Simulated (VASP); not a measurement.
A run of VASP 6.6.1 is set up as follows.

The input INCAR:

```
ALGO = Normal ; EDIFF = 1E-6
ENCUT = 520 ; GGA = PE
ISIF = 2 ; ISMEAR = 0
LASPH = T ; LCHARG = F
LREAL = F ; LWAVE = F
NBANDS = 8 ; NELM = 80
PREC = Accurate ; SIGMA = 0.15
```

Contents of KPOINTS:

```
k-points
0
Gamma
  24 24 22
```

File POSCAR:

```
Si
1.0
    2.8228941736      0.0000000000      0.0000000000
   -1.4114470868      2.4446980665      0.0000000000
    0.0000000000      0.0000000000      2.1254397823
Si
1
Direct
    0.0000000000      0.0000000000      0.0000000000
```

Potentials or basis: VASP PAW PBE potentials, release 64 (Si).

Launch:

```bash
$ cat potpaw_PBE.64/Si/POTCAR > POTCAR
$ mpirun -np 1 vasp_std > vasp.out
```

Q: Predict the pressure.

A: 19.4 GPa.

Q: Predict the band gap on the k mesh.

A: Zero (band 2 reaches 16.10 eV, above the bottom of band 3 at 4.48 eV).

Stress tensor (GPa, compression positive):
```
-9.72  0.00  0.00
 0.00 -9.72  0.00
 0.00  0.00 77.49
```
